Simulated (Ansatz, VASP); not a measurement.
Two plane-wave programs on Ge2Sb2Te5

```xyz
9
Lattice="4.4995 0.0000 0.0000 -2.2497 3.8966 0.0000 0.0000 0.0000 17.9776" Properties=species:S:1:pos:R:3 pbc="T T T"
Ge    0.0000    0.0000    5.9563
Ge    0.0000    0.0000   12.0213
Sb    0.0000    2.5978    2.0152
Sb    2.2497    1.2989   15.9624
Te    0.0000    0.0000    0.0000
Te    0.0000    2.5978   14.2281
Te    2.2497    1.2989    3.7495
Te    0.0000    2.5978    7.3637
Te    2.2497    1.2989   10.6139
```

Alike in both runs: task single point; functional PBE; k mesh 12 × 12 × 2; occupations gaussian, width 0.03 eV; no spin polarisation.

|  | VASP | Ansatz |
| --- | --- | --- |
| version | VASP 6.6.1 | Ansatz 0.2.0 |
| potentials or method | VASP PAW PBE potentials, release 64 (Ge_d, Sb, Te), cutoff 520 eV | scalar-relativistic, plane waves, PAW |
| valence electrons in the cell | 68 | 138 |

Ansatz gave:

- gap on the k mesh at the Fermi level (eV): 0.08
- least direct gap on the mesh (eV): 0.10
- pressure (GPa): -3.8
- traceless stress, the component that is largest in VASP (GPa): 1.32
- rms of the force components (eV/Å): 0.168

Question: Which values does VASP return?

Answer: gap on the k mesh at the Fermi level (eV): 0.08; least direct gap on the mesh (eV): 0.10; pressure (GPa): -3.8; traceless stress, the component that is largest in VASP (GPa): 1.31; rms of the force components (eV/Å): 0.164.

Atom by atom the forces differ by 0.005 eV/Å (rms over components). VASP's potentials hold 68 valence electrons a cell and Ansatz's 138, so a difference there can come from the potentials and not from the codes.

Neither program's run includes spin-orbit coupling.
